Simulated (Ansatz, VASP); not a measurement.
**One calculation of Be3NiS4, two programs**

```
CELL_PARAMETERS angstrom
4.96058 -0.00005 0.00017
-0.00005 4.96063 -0.00014
0.00018 -0.00024 4.95563
ATOMIC_POSITIONS crystal
Be 0.50000 0.49999 0.99994
Be 0.50000 0.99997 0.49999
Be 0.99999 0.50000 0.49999
Ni 0.99999 0.00005 0.00006
S 0.25946 0.25944 0.25940
S 0.25939 0.74061 0.74064
S 0.74060 0.25938 0.74060
S 0.74058 0.74055 0.25938
```

Change from the starting cell: cell x1, atoms moved at random (sigma 0.1 Å) and cell strained at random (1.5 %), then relaxed without symmetry.

Alike in both runs: functional PBE; k mesh 4 × 4 × 4; occupations gaussian, width 0.2 eV; collinear spin.

Ansatz relaxed the structure, and its values are those at the end. VASP's run is a single point on that final structure, the one shown.

|  | VASP | Ansatz |
| --- | --- | --- |
| version | VASP 6.6.1 | Ansatz 0.2.0 |
| potentials or method | VASP PAW PBE potentials, release 64 (Be, Ni, S), cutoff 520 eV | scalar-relativistic, plane waves, PAW |
| valence electrons in the cell | 40 | 48 |

|  | VASP | Ansatz | Ansatz less VASP |
| --- | --- | --- | --- |
| gap on the k mesh at the Fermi level (eV) | none | none | - |
| pressure (GPa) | 0.0 | 0.0 | -0.02 |
| net moment per atom (μB) | 0.24 | 0.24 | +0.001 |
| size of the moment on the site where the two differ most (μB) | 1.18 | 1.15 | -0.025 |

Site moments also hang on the region over which each program counts them. A gap of «none» marks a metal or a gap that the smearing closes. VASP's potentials hold 40 valence electrons a cell and Ansatz's 48, so a difference there can come from the potentials and not from the codes.
